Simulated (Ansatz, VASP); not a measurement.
YbB2 in VASP and in Ansatz

```
Yb B
1.0
     3.20111    0.00000    0.00000
    -1.60055    2.77224    0.00000
     0.00000    0.00000    3.78760
Yb B
1 2
Direct
  0.00000 0.00000 0.00000
  0.33333 0.66667 0.50000
  0.66667 0.33333 0.50000
```

Alike in both runs: functional PBEsol; k mesh 15 × 15 × 12; occupations gaussian, width 0.1 eV; no spin polarisation.

Ansatz relaxed the structure, and its values are those at the end. VASP's run is a single point on that final structure, the one shown.

|  | VASP | Ansatz |
| --- | --- | --- |
| version | VASP 6.6.1 | Ansatz 0.2.0 |
| potentials or method | VASP PAW PBE potentials, release 64 (Yb, B), cutoff 520 eV | scalar-relativistic, plane waves, PAW |
| valence electrons in the cell | 30 | 30 |

VASP gave:

```
gap on the k mesh at the Fermi level (eV) : none
pressure (GPa)                            : 0.5
```

**Question.** Which values does Ansatz return?

**Answer.** gap on the k mesh at the Fermi level (eV): none; pressure (GPa): 0.0.

VASP's potentials were made for PBE, not for PBEsol. A gap of «none» marks a metal or a gap that the smearing closes. The functional is the same, so the differences come from potentials, cutoffs and numerics.

Neither program's run includes spin-orbit coupling.
